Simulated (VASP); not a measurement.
# Cs3Ge (I4/mmm) in VASP: single point with PBE

Aim: the single point of Cs3Ge with PBE.

Program: VASP 6.6.1. These are calculated values, not measurements. Logs are shortened: lines on timing, memory, paths and dates and some standing lists are left out, and cuts for length are marked.

**1. The cell of the first run**

The structure is tetragonal, space group I4/mmm (No. 139). Conventional cell: a = 5.175 Å, b = 5.175 Å, c = 11.559 Å, α = 90.00°, β = 90.00°, γ = 90.00°. Within 4.8 Å of Cs (site symmetry 4/mmm) lie 4 Ge at 3.66 Å and 8 Cs at 3.88 Å. Within 4.8 Å of Cs (site symmetry -4m2) lie 8 Cs at 3.66 to 3.88 Å and 4 Ge at 3.88 Å. Within 4.8 Å of Ge (site symmetry 4/mmm) lie 12 Cs at 3.66 to 3.88 Å.

**2. Single point, PBE**

The input, INCAR:

```
SYSTEM = Cs3Ge
PREC = Accurate
ENCUT = 520
EDIFF = 1E-6
ISMEAR = 0
SIGMA = 0.1
LREAL = .FALSE.
LASPH = .TRUE.
NELM = 100
ALGO = Fast
ISIF = 2
LWAVE = .FALSE.
LCHARG = .FALSE.
GGA = PE
NBANDS = 28
```

The input, KPOINTS:

```
regular mesh
0
G
  6 6 6
  0 0 0
```

The input, POSCAR:

```
Cs3Ge
1.0
   -2.5873854091      2.5873854091      5.7796141606
    2.5873854091     -2.5873854091      5.7796141606
    2.5873854091      2.5873854091     -5.7796141606
Cs Ge
3 1
Direct
    0.5000000000      0.5000000000      0.0000000000
    0.2500000000      0.7500000000      0.5000000000
    0.7500000000      0.2500000000      0.5000000000
    0.0000000000      0.0000000000      0.0000000000
```

Potentials or basis: VASP PAW PBE potentials, release 64 (Cs_sv, Ge_d).

Command:

```
cat potpaw_PBE.64/Cs_sv/POTCAR potpaw_PBE.64/Ge_d/POTCAR > POTCAR
mpirun -np 1 vasp_std > vasp.out
```

OUTCAR:

```text
SYSTEM = Cs3Ge
   PREC = Accurate
   ENCUT = 520
   EDIFF = 1E-6
   ISMEAR = 0
   LREAL = .FALSE.
   LASPH = .TRUE.
   NELM = 100
   ISIF = 2
   GGA = PE

 ion  position               nearest neighbor table
   1  0.500  0.500  0.000-
   2  0.250  0.750  0.500-
   3  0.750  0.250  0.500-
   4  0.000  0.000  0.000-

  LATTYP: Found a body centered tetragonal cell.
 ALAT       =     5.1747708182
 C/A-ratio  =     2.2337662338

  Lattice vectors:

 A1 = (  -2.5873854091,   2.5873854091,   5.7796141606)
 A2 = (   2.5873854091,  -2.5873854091,   5.7796141606)
 A3 = (   2.5873854091,   2.5873854091,  -5.7796141606)

Analysis of symmetry for initial positions (statically):
=====================================================================
 Subroutine PRICEL returns:
 Original cell was already a primitive cell.

 Routine SETGRP: Setting up the symmetry group for a
 body centered tetragonal supercell.

 Subroutine GETGRP returns: Found 16 space group operations
 (whereof 16 operations were pure point group operations)
 out of a pool of 16 trial point group operations.

The static configuration has the point symmetry D_4h.

Analysis of symmetry for dynamics (positions and initial velocities):
=====================================================================
 Subroutine PRICEL returns:
 Original cell was already a primitive cell.

 Routine SETGRP: Setting up the symmetry group for a
 body centered tetragonal supercell.

 Subroutine GETGRP returns: Found 16 space group operations
 (whereof 16 operations were pure point group operations)
 out of a pool of 16 trial point group operations.

The dynamic configuration has the point symmetry D_4h.

 Subroutine INISYM returns: Found 16 space group operations
 (whereof 16 operations are pure point group operations),
 and found     1 'primitive' translations

----------------------------------------------------------------------------------------

                                     Primitive cell

  volume of cell :     154.7680

  direct lattice vectors                    reciprocal lattice vectors
    -2.587385409  2.587385409  5.779614161     0.000000000  0.193245273  0.086510965
     2.587385409 -2.587385409  5.779614161     0.193245273  0.000000000  0.086510965
     2.587385409  2.587385409 -5.779614161     0.193245273  0.193245273  0.000000000

  length of vectors
     6.840545764  6.840545764  6.840545764     0.211725961  0.211725961  0.273290086

  position of ions in fractional coordinates (direct lattice)
     0.500000000  0.500000000  0.000000000
     0.250000000  0.750000000  0.500000000
     0.750000000  0.250000000  0.500000000
     0.000000000  0.000000000  0.000000000

  ion indices of the primitive-cell ions
   primitive index   ion index
                 1           1
                 2           2
                 3           3
                 4           4

----------------------------------------------------------------------------------------

 KPOINTS: regular mesh

Automatic generation of k-mesh.
 Grid dimensions read from file:
 generate k-points for:    6    6    6

 Generating k-lattice:

  Cartesian coordinates                     Fractional coordinates (reciprocal lattice)
     0.000000000  0.032207546  0.014418494     0.166666667  0.000000000  0.000000000
     0.032207546  0.000000000  0.014418494     0.000000000  0.166666667  0.000000000
     0.032207546  0.032207546  0.000000000     0.000000000  0.000000000  0.166666667

  Length of vectors
     0.035287660  0.035287660  0.045548348

  Shift w.r.t. Gamma in fractional coordinates (k-lattice)
     0.000000000  0.000000000  0.000000000

 Subroutine IBZKPT returns following result:
 ===========================================

 Found     30 irreducible k-points:

 Following reciprocal coordinates:
            Coordinates               Weight
  0.000000  0.000000  0.000000      1.000000
  0.166667  0.000000 -0.000000      8.000000
  0.333333  0.000000 -0.000000      8.000000
  0.500000  0.000000  0.000000      4.000000
  0.166667  0.166667  0.000000      8.000000
  0.333333  0.166667  0.000000     16.000000
[... 16 lines left out ...]
 -0.333333 -0.333333  0.166667      8.000000
 -0.166667 -0.333333  0.166667      8.000000
 [... further k-points ...]
   k-points           NKPTS =     30   k-points in BZ     NKDIM =     30   number of bands    NBANDS=     28
   number of dos      NEDOS =    301   number of ions     NIONS =      4
   total plane-waves  NPLWV = 157464
   dimension x,y,z NGX =    54 NGY =   54 NGZ =   54
   dimension x,y,z NGXF=   108 NGYF=  108 NGZF=  108
   ions per type =               3   1
   NGX,Y,Z   is equivalent  to a cutoff of  13.12, 13.12, 13.12 a.u.
   NGXF,Y,Z  is equivalent  to a cutoff of  26.25, 26.25, 26.25 a.u.
 SYSTEM =  Cs3Ge
   PREC   = accura    normal or accurate (medium, high low for compatibility)
   ISTART =      0    job   : 0-new  1-cont  2-samecut
   ICHARG =      2    charge: 1-file 2-atom 10-const
   ISPIN  =      1    spin polarized calculation?
   LNONCOLLINEAR =      F non collinear calculations
   LSORBIT =      F    spin-orbit coupling
   LASPH  =      T    aspherical Exc in radial PAW
   ENCUT  =  520.0 eV  38.22 Ry    6.18 a.u.  12.72 12.72 12.72*2*pi/ulx,y,z
   NELM   =    100;   NELMIN=  2; NELMDL= -5     # of ELM steps
   EDIFF  = 0.1E-05   stopping-criterion for ELM
   LREAL  =      F    real-space projection
   EDIFFG = 0.1E-04   stopping-criterion for IOM
   NSW    =      0    number of steps for IOM
   IBRION =     -1    ionic relax: 0-MD 1-quasi-New 2-CG
   NFREE  =      0    steps in history (QN), initial steepest desc. (CG)
   ISIF   =      2    stress and relaxation
   ISYM   =      2    0-nonsym 1-usesym 2-fastsym
   POTIM  = 0.5000    time-step for ionic-motion
   TEBEG  =    0.0;   TEEND  =   0.0 temperature during run
   PSTRESS=    0.0 pullay stress
   NELECT =      41.0000    total number of electrons
   NUPDOWN=      -1.0000    fix difference up-down
   EMIN   =  10.00;   EMAX   =-10.00  energy-range for DOS
   EFERMI =   0.00;   METHOD = LEGACY
   ISMEAR =     0;   SIGMA  =   0.10  broadening in eV -4-tet -1-fermi 0-gaus
   EFERMI_NEDOS =   21; number of points for ismear=-14 and -15
   IALGO  =     68    algorithm
   IMIX   =      4    mixing-type and parameters
     AMIX     =   0.40;   BMIX     =  1.00
     AMIX_MAG =   1.60;   BMIX_MAG =  1.00
  volume/ion in A,a.u.               =      38.69       261.11
  Fermi-wavevector in a.u.,A,eV,Ry     =   1.051419  1.986894 15.040990  1.105482
  Thomas-Fermi vector in A             =   2.186461
   LORBIT       =      0    0 simple, 1 ext, 2 COOP (PROOUT), +10 PAW based schemes
   GGA     = PE    functional components
   LHFCALC =     F    Hartree Fock is set to
   AEXX    =    0.0000 exact exchange contribution
   IVDW    =     0    specifies the selected vdW correction
   LEPSILON=     F    determine dielectric tensor
   LRPA    =     F    only Hartree local field effects (RPA)
 non-spin polarized calculation
 RMM-DIIS sequential band-by-band and
 Gauss-broadening in eV      SIGMA  =   0.10
  energy-cutoff  :      520.00
  volume of cell :      154.77
 maximum number of plane-waves:      4234
 NGX is ok and might be reduce to    54
   NGX = 25   NGY = 25   NGZ = 25

 number of electron      40.9999997 magnetization

 Free energy of the ion-electron system (eV)
  ---------------------------------------------------
  ext. energy  EPLUGINS =         0.00000000
  ---------------------------------------------------
  free energy    TOTEN  =        -5.55426349 eV

  energy without entropy =       -5.53549899  energy(sigma->0) =       -5.54488124

 E-fermi :   3.6612     XC(G=0):  -8.7891

 val. band max:        3.6580806216   @ k =   0.1667   0.0000  -0.0000
 cond. band min:       3.6992958774   @ k =  -0.3333   0.5000   0.3333
 fundamental gap:      0.0412152558
 Fermi energy:         3.6612345955

 k-point     1 :       0.0000    0.0000    0.0000
  band No.  band energies     occupation
      1     -20.0706      2.00000
      2     -19.8478      2.00000
      3     -19.8450      2.00000
      4     -19.8045      2.00000
      5     -19.8045      2.00000
      6     -19.7908      2.00000
[... 20 lines left out ...]
     27       7.1892      0.00000
     28       7.1919      0.00000

 k-point     2 :       0.1667    0.0000   -0.0000
  band No.  band energies     occupation
      1     -20.0341      2.00000
      2     -19.8478      2.00000
      3     -19.8450      2.00000
      4     -19.8048      2.00000
      5     -19.8045      2.00000
      6     -19.7904      2.00000
[... 20 lines left out ...]
     27       6.8651      0.00000
     28       7.1852      0.00000

 k-point     3 :       0.3333    0.0000   -0.0000
  band No.  band energies     occupation
      1     -19.9362      2.00000
      2     -19.8479      2.00000
      3     -19.8449      2.00000
      4     -19.8056      2.00000
      5     -19.8044      2.00000
      6     -19.7897      2.00000
[... 20 lines left out ...]
     27       7.0321      0.00000
     28       7.3230      0.00000

 k-point     4 :       0.5000    0.0000    0.0000
  band No.  band energies     occupation
      1     -19.8479      2.00000
      2     -19.8462      2.00000
      3     -19.8182      2.00000
      4     -19.8123      2.00000
      5     -19.8044      2.00000
      6     -19.7916      2.00000
[... 20 lines left out ...]
     27       7.0449      0.00000
     28       7.7312      0.00000

 k-point     5 :       0.1667    0.1667    0.0000
  band No.  band energies     occupation
      1     -19.9975      2.00000
      2     -19.8480      2.00000
      3     -19.8451      2.00000
      4     -19.8051      2.00000
      5     -19.8043      2.00000
      6     -19.7901      2.00000
[... 20 lines left out ...]
     27       6.9574      0.00000
     28       7.1550      0.00000

 k-point     6 :       0.3333    0.1667    0.0000
  band No.  band energies     occupation
      1     -19.9104      2.00000
      2     -19.8484      2.00000
      3     -19.8451      2.00000
      4     -19.8057      2.00000
      5     -19.8033      2.00000
      6     -19.7896      2.00000
[... 463 lines left out ...]
      5     -19.8015      2.00000
      6     -19.7898      2.00000
[... 20 lines left out ...]
     27       6.8040      0.00000
     28       7.1154      0.00000

 k-point    22 :      -0.1667    0.5000    0.1667
  band No.  band energies     occupation
      1     -19.9218      2.00000
      2     -19.8479      2.00000
      3     -19.8454      2.00000
      4     -19.8044      2.00000
      5     -19.8036      2.00000
      6     -19.7899      2.00000
[... 20 lines left out ...]
     27       6.7670      0.00000
     28       7.5828      0.00000

 k-point    23 :      -0.3333   -0.3333    0.1667
  band No.  band energies     occupation
      1     -19.9800      2.00000
      2     -19.8480      2.00000
      3     -19.8455      2.00000
      4     -19.8047      2.00000
      5     -19.8038      2.00000
      6     -19.7902      2.00000
[... 20 lines left out ...]
     27       6.3675      0.00000
     28       6.7828      0.00000

 k-point    24 :      -0.1667   -0.3333    0.1667
  band No.  band energies     occupation
      1     -20.0178      2.00000
      2     -19.8478      2.00000
      3     -19.8453      2.00000
      4     -19.8045      2.00000
      5     -19.8044      2.00000
      6     -19.7904      2.00000
[... 20 lines left out ...]
     27       6.3777      0.00000
     28       7.1089      0.00000

 [... further k-points ...]

------------------------ aborting loop because EDIFF is reached ----------------------------------------

  FORCE on cell =-STRESS in cart. coord.  units (eV):
  Direction    XX          YY          ZZ          XY          YZ          ZX
  --------------------------------------------------------------------------------------
  -------------------------------------------------------------------------------------
  Total        4.2870953      4.2870953      1.0931420      0.0000000      0.0000000      0.0000000
  in kB       44.3805455     44.3805455     11.3163426      0.0000000      0.0000000      0.0000000
  external PRESSURE =      33.3591445 kB  Pullay stress =       0.0000000 kB

 VOLUME and BASIS-vectors are now :
 -----------------------------------------------------------------------------
  energy-cutoff  :      520.00
  volume of cell :      154.77
      direct lattice vectors                 reciprocal lattice vectors
    -2.587385409  2.587385409  5.779614161     0.000000000  0.193245273  0.086510965
     2.587385409 -2.587385409  5.779614161     0.193245273  0.000000000  0.086510965
     2.587385409  2.587385409 -5.779614161     0.193245273  0.193245273  0.000000000

 POSITION                                       TOTAL-FORCE (eV/Angst)
 -----------------------------------------------------------------------------------
      0.00000      0.00000      5.77961        -0.000000     -0.000000      0.000000
      2.58739     -0.00000      2.88981        -0.000000      0.000000      0.000000
     -0.00000      2.58739      2.88981         0.000000     -0.000000     -0.000000
      0.00000      0.00000      0.00000        -0.000000     -0.000000      0.000000
 -----------------------------------------------------------------------------------
    total drift:                               -0.000000      0.000000      0.000000

  FREE ENERGIE OF THE ION-ELECTRON SYSTEM (eV)
  ---------------------------------------------------
  free  energy   TOTEN  =        -5.5542634906 eV

  energy  without entropy=       -5.5354989923  energy(sigma->0) =       -5.54488124
```

Run time: 3.4 min. Hardware: 1 thread of AMD EPYC 9R45 (Zen 5), shared host; peak memory 0.42 GiB.

Results:

```
Free energy            : -5.5543 eV
Pressure               : 3.3 GPa
Band gap on the k mesh : zero (an odd number of electrons rules out a gap without spin polarisation)
```

Caveat: the cell stands under pressure; spin-orbit coupling is left out, which moves the levels of the heavy elements.
